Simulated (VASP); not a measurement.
# LiZnF3 (Pm-3m) in VASP: single point with PBE

Aim: the single point of LiZnF3 with PBE.

Everything below comes from runs of VASP 6.6.1. Logs are shortened: lines on timing, memory, paths and dates and some standing lists are left out, and cuts for length are marked.

## (1) The cell of the first run

Symmetry: Pm-3m, No. 221, cubic system. Conventional cell: a = 3.636 Å, b = 3.636 Å, c = 3.636 Å, α = 90.00°, β = 90.00°, γ = 90.00°. Within 2.4 Å of Li (site symmetry m-3m) lie 6 F at 1.82 Å. Within 3.4 Å of Zn (site symmetry m-3m) lie 12 F at 2.57 Å and 8 Li at 3.15 Å. Within 2.4 Å of F (site symmetry 4/mmm) lie 2 Li at 1.82 Å.

## (2) Single point, PBE

Contents of INCAR:

```
SYSTEM = LiZnF3
ALGO = Normal
EDIFF = 1E-6
ENCUT = 520
GGA = PE
ISIF = 2
ISMEAR = 0
LASPH = .True.
LCHARG = .False.
LREAL = .False.
LWAVE = .False.
NBANDS = 26
NELM = 100
PREC = Accurate
SIGMA = 0.01
```

Contents of KPOINTS:

```
k-points
0
Gamma
  8 8 8
  0 0 0
```

Contents of POSCAR:

```
LiZnF3
1.0
    3.6359599618      0.0000000000      0.0000000000
    0.0000000000      3.6359599618      0.0000000000
    0.0000000000      0.0000000000      3.6359599618
Li Zn F
1 1 3
Direct
    0.5000000000      0.5000000000      0.5000000000
    0.0000000000      0.0000000000      0.0000000000
    0.0000000000      0.5000000000      0.5000000000
    0.5000000000      0.5000000000      0.0000000000
    0.5000000000      0.0000000000      0.5000000000
```

Potentials or basis: VASP PAW PBE potentials, release 64 (Li_sv, Zn, F).

Launch:

```bash
$ cat potpaw_PBE.64/Li_sv/POTCAR potpaw_PBE.64/Zn/POTCAR potpaw_PBE.64/F/POTCAR > POTCAR
$ mpirun -np 1 vasp_std > vasp.out
```

OUTCAR:

```text
SYSTEM = LiZnF3
   EDIFF = 1E-6
   ENCUT = 520
   GGA = PE
   ISIF = 2
   ISMEAR = 0
   LASPH = .True.
   LREAL = .False.
   NELM = 100
   PREC = Accurate

 ion  position               nearest neighbor table
   1  0.500  0.500  0.500-   3 1.82   4 1.82   5 1.82   4 1.82   5 1.82   3 1.82
   2  0.000  0.000  0.000-
   3  0.000  0.500  0.500-   1 1.82   1 1.82
   4  0.500  0.500  0.000-   1 1.82   1 1.82
   5  0.500  0.000  0.500-   1 1.82   1 1.82

  LATTYP: Found a simple cubic cell.
 ALAT       =     3.6359599618

  Lattice vectors:

 A1 = (   3.6359599618,   0.0000000000,   0.0000000000)
 A2 = (   0.0000000000,   3.6359599618,   0.0000000000)
 A3 = (   0.0000000000,   0.0000000000,   3.6359599618)

Analysis of symmetry for initial positions (statically):
=====================================================================
 Subroutine PRICEL returns:
 Original cell was already a primitive cell.

 Routine SETGRP: Setting up the symmetry group for a
 simple cubic supercell.

 Subroutine GETGRP returns: Found 48 space group operations
 (whereof 48 operations were pure point group operations)
 out of a pool of 48 trial point group operations.

The static configuration has the point symmetry O_h .

Analysis of symmetry for dynamics (positions and initial velocities):
=====================================================================
 Subroutine PRICEL returns:
 Original cell was already a primitive cell.

 Routine SETGRP: Setting up the symmetry group for a
 simple cubic supercell.

 Subroutine GETGRP returns: Found 48 space group operations
 (whereof 48 operations were pure point group operations)
 out of a pool of 48 trial point group operations.

The dynamic configuration has the point symmetry O_h .

 Subroutine INISYM returns: Found 48 space group operations
 (whereof 48 operations are pure point group operations),
 and found     1 'primitive' translations

----------------------------------------------------------------------------------------

                                     Primitive cell

  volume of cell :      48.0681

  direct lattice vectors                    reciprocal lattice vectors
     3.635959962  0.000000000  0.000000000     0.275030531  0.000000000  0.000000000
     0.000000000  3.635959962  0.000000000     0.000000000  0.275030531  0.000000000
     0.000000000  0.000000000  3.635959962     0.000000000  0.000000000  0.275030531

  length of vectors
     3.635959962  3.635959962  3.635959962     0.275030531  0.275030531  0.275030531

  position of ions in fractional coordinates (direct lattice)
     0.500000000  0.500000000  0.500000000
     0.000000000  0.000000000  0.000000000
     0.000000000  0.500000000  0.500000000
     0.500000000  0.500000000  0.000000000
     0.500000000  0.000000000  0.500000000

  ion indices of the primitive-cell ions
   primitive index   ion index
                 1           1
                 2           2
                 3           3
                 4           4
                 5           5

----------------------------------------------------------------------------------------

 KPOINTS: k-points

Automatic generation of k-mesh.
 Grid dimensions read from file:
 generate k-points for:    8    8    8

 Generating k-lattice:

  Cartesian coordinates                     Fractional coordinates (reciprocal lattice)
     0.034378816  0.000000000  0.000000000     0.125000000  0.000000000  0.000000000
     0.000000000  0.034378816  0.000000000     0.000000000  0.125000000  0.000000000
     0.000000000  0.000000000  0.034378816     0.000000000  0.000000000  0.125000000

  Length of vectors
     0.034378816  0.034378816  0.034378816

  Shift w.r.t. Gamma in fractional coordinates (k-lattice)
     0.000000000  0.000000000  0.000000000

 Subroutine IBZKPT returns following result:
 ===========================================

 Found     35 irreducible k-points:

 Following reciprocal coordinates:
            Coordinates               Weight
  0.000000  0.000000  0.000000      1.000000
  0.125000  0.000000  0.000000      6.000000
  0.250000  0.000000  0.000000      6.000000
  0.375000  0.000000  0.000000      6.000000
  0.500000  0.000000  0.000000      3.000000
  0.125000  0.125000  0.000000     12.000000
[... 16 lines left out ...]
  0.375000  0.375000  0.125000     24.000000
  0.500000  0.375000  0.125000     24.000000
 [... further k-points ...]
   k-points           NKPTS =     35   k-points in BZ     NKDIM =     35   number of bands    NBANDS=     26
   number of dos      NEDOS =    301   number of ions     NIONS =      5
   total plane-waves  NPLWV =  21952
   dimension x,y,z NGX =    28 NGY =   28 NGZ =   28
   dimension x,y,z NGXF=    56 NGYF=   56 NGZF=   56
   ions per type =               1   1   3
   NGX,Y,Z   is equivalent  to a cutoff of  12.80, 12.80, 12.80 a.u.
   NGXF,Y,Z  is equivalent  to a cutoff of  25.60, 25.60, 25.60 a.u.
 SYSTEM =  LiZnF3
   PREC   = accura    normal or accurate (medium, high low for compatibility)
   ISTART =      0    job   : 0-new  1-cont  2-samecut
   ICHARG =      2    charge: 1-file 2-atom 10-const
   ISPIN  =      1    spin polarized calculation?
   LNONCOLLINEAR =      F non collinear calculations
   LSORBIT =      F    spin-orbit coupling
   LASPH  =      T    aspherical Exc in radial PAW
   ENCUT  =  520.0 eV  38.22 Ry    6.18 a.u.   6.76  6.76  6.76*2*pi/ulx,y,z
   NELM   =    100;   NELMIN=  2; NELMDL= -5     # of ELM steps
   EDIFF  = 0.1E-05   stopping-criterion for ELM
   LREAL  =      F    real-space projection
   EDIFFG = 0.1E-04   stopping-criterion for IOM
   NSW    =      0    number of steps for IOM
   IBRION =     -1    ionic relax: 0-MD 1-quasi-New 2-CG
   NFREE  =      0    steps in history (QN), initial steepest desc. (CG)
   ISIF   =      2    stress and relaxation
   ISYM   =      2    0-nonsym 1-usesym 2-fastsym
   POTIM  = 0.5000    time-step for ionic-motion
   TEBEG  =    0.0;   TEEND  =   0.0 temperature during run
   PSTRESS=    0.0 pullay stress
   NELECT =      36.0000    total number of electrons
   NUPDOWN=      -1.0000    fix difference up-down
   EMIN   =  10.00;   EMAX   =-10.00  energy-range for DOS
   EFERMI =   0.00;   METHOD = LEGACY
   ISMEAR =     0;   SIGMA  =   0.01  broadening in eV -4-tet -1-fermi 0-gaus
   EFERMI_NEDOS =   21; number of points for ismear=-14 and -15
   IALGO  =     38    algorithm
   IMIX   =      4    mixing-type and parameters
     AMIX     =   0.40;   BMIX     =  1.00
     AMIX_MAG =   1.60;   BMIX_MAG =  1.00
  volume/ion in A,a.u.               =       9.61        64.88
  Fermi-wavevector in a.u.,A,eV,Ry     =   1.486700  2.809455 30.072629  2.210276
  Thomas-Fermi vector in A             =   2.599953
   LORBIT       =      0    0 simple, 1 ext, 2 COOP (PROOUT), +10 PAW based schemes
   GGA     = PE    functional components
   LHFCALC =     F    Hartree Fock is set to
   AEXX    =    0.0000 exact exchange contribution
   IVDW    =     0    specifies the selected vdW correction
   LEPSILON=     F    determine dielectric tensor
   LRPA    =     F    only Hartree local field effects (RPA)
 non-spin polarized calculation
 Gauss-broadening in eV      SIGMA  =   0.01
  energy-cutoff  :      520.00
  volume of cell :       48.07
 maximum number of plane-waves:      1328
 NGX is ok and might be reduce to    28
   NGX = 13   NGY = 13   NGZ = 13

 number of electron      35.9999961 magnetization

 Free energy of the ion-electron system (eV)
  ---------------------------------------------------
  ext. energy  EPLUGINS =         0.00000000
  ---------------------------------------------------
  free energy    TOTEN  =       -18.67697041 eV

  energy without entropy =      -18.67697041  energy(sigma->0) =      -18.67697041

 E-fermi :  -0.4372     XC(G=0): -10.7761

 val. band max:       -0.4984391647   @ k =   0.5000   0.5000   0.0000
 cond. band min:       0.4119053497   @ k =   0.0000   0.0000   0.0000
 fundamental gap:      0.9103445143
 Fermi energy:        -0.4371960856

 k-point     1 :       0.0000    0.0000    0.0000
  band No.  band energies     occupation
      1     -40.4715      2.00000
      2     -21.2666      2.00000
      3     -20.0627      2.00000
      4     -20.0627      2.00000
      5      -5.2097      2.00000
      6      -5.2097      2.00000
[... 18 lines left out ...]
     25      17.7311      0.00000
     26      18.6615      0.00000

 k-point     2 :       0.1250    0.0000    0.0000
  band No.  band energies     occupation
      1     -40.4706      2.00000
      2     -21.2297      2.00000
      3     -20.1153      2.00000
      4     -20.0587      2.00000
      5      -5.2364      2.00000
      6      -5.1956      2.00000
[... 18 lines left out ...]
     25      18.0900      0.00000
     26      18.6161      0.00000

 k-point     3 :       0.2500    0.0000    0.0000
  band No.  band energies     occupation
      1     -40.4684      2.00000
      2     -21.1234      2.00000
      3     -20.2594      2.00000
      4     -20.0495      2.00000
      5      -5.3007      2.00000
      6      -5.2805      2.00000
[... 18 lines left out ...]
     25      18.5372      0.00000
     26      18.5418      0.00000

 k-point     4 :       0.3750    0.0000    0.0000
  band No.  band energies     occupation
      1     -40.4663      2.00000
      2     -20.9657      2.00000
      3     -20.4544      2.00000
      4     -20.0403      2.00000
      5      -5.3663      2.00000
      6      -5.3663      2.00000
[... 18 lines left out ...]
     25      18.4820      0.00000
     26      18.4820      0.00000
[... 496 lines left out ...]
      1     -40.4616      2.00000
      2     -20.7321      2.00000
      3     -20.5610      2.00000
      4     -20.2056      2.00000
      5      -5.3917      2.00000
      6      -5.3470      2.00000
[... 18 lines left out ...]
     25      17.8241      0.00000
     26      18.2292      0.00000

 k-point    23 :       0.3750    0.3750    0.1250
  band No.  band energies     occupation
      1     -40.4604      2.00000
      2     -20.7300      2.00000
      3     -20.4711      2.00000
      4     -20.3056      2.00000
      5      -5.4457      2.00000
      6      -5.3104      2.00000
[... 18 lines left out ...]
     25      17.3977      0.00000
     26      18.6003      0.00000

 k-point    24 :       0.5000    0.3750    0.1250
  band No.  band energies     occupation
      1     -40.4596      2.00000
      2     -20.6313      2.00000
      3     -20.5444      2.00000
      4     -20.3375      2.00000
      5      -5.4772      2.00000
      6      -5.3119      2.00000
[... 18 lines left out ...]
     25      17.2110      0.00000
     26      18.8469      0.00000

 [... further k-points ...]
[... 5 lines left out ...]
  --------------------------------------------------------------------------------------
  -------------------------------------------------------------------------------------
  Total       -0.0732284     -0.0732284     -0.0732284     -0.0000000     -0.0000000     -0.0000000
  in kB       -2.4408040     -2.4408040     -2.4408040     -0.0000000     -0.0000000     -0.0000000
  external PRESSURE =      -2.4408040 kB  Pullay stress =       0.0000000 kB

 VOLUME and BASIS-vectors are now :
 -----------------------------------------------------------------------------
  energy-cutoff  :      520.00
  volume of cell :       48.07
      direct lattice vectors                 reciprocal lattice vectors
     3.635959962  0.000000000  0.000000000     0.275030531  0.000000000  0.000000000
     0.000000000  3.635959962  0.000000000     0.000000000  0.275030531  0.000000000
     0.000000000  0.000000000  3.635959962     0.000000000  0.000000000  0.275030531

 POSITION                                       TOTAL-FORCE (eV/Angst)
 -----------------------------------------------------------------------------------
      1.81798      1.81798      1.81798         0.000000      0.000000      0.000000
      0.00000      0.00000      0.00000         0.000000      0.000000      0.000000
      0.00000      1.81798      1.81798         0.000000      0.000000      0.000000
      1.81798      1.81798      0.00000         0.000000      0.000000      0.000000
      1.81798      0.00000      1.81798         0.000000      0.000000      0.000000
 -----------------------------------------------------------------------------------
    total drift:                                0.000000      0.000000      0.000000

  FREE ENERGIE OF THE ION-ELECTRON SYSTEM (eV)
  ---------------------------------------------------
  free  energy   TOTEN  =       -18.6769704100 eV

  energy  without entropy=      -18.6769704100  energy(sigma->0) =      -18.67697041
```

Run time: 16 s. Hardware: 1 thread of Intel Xeon 6975P-C (Granite Rapids), shared host; peak memory 0.18 GiB.

Results:

```
Free energy            : -18.6770 eV
Band gap on the k mesh : 0.91 eV (least direct gap 1.21 eV)
```

Caveat: the cutoff is under 1.25 times the usual one of these potentials, so pressure, stress and relaxed cells hold a basis-set (Pulay) error. A k mesh can miss the band edges.
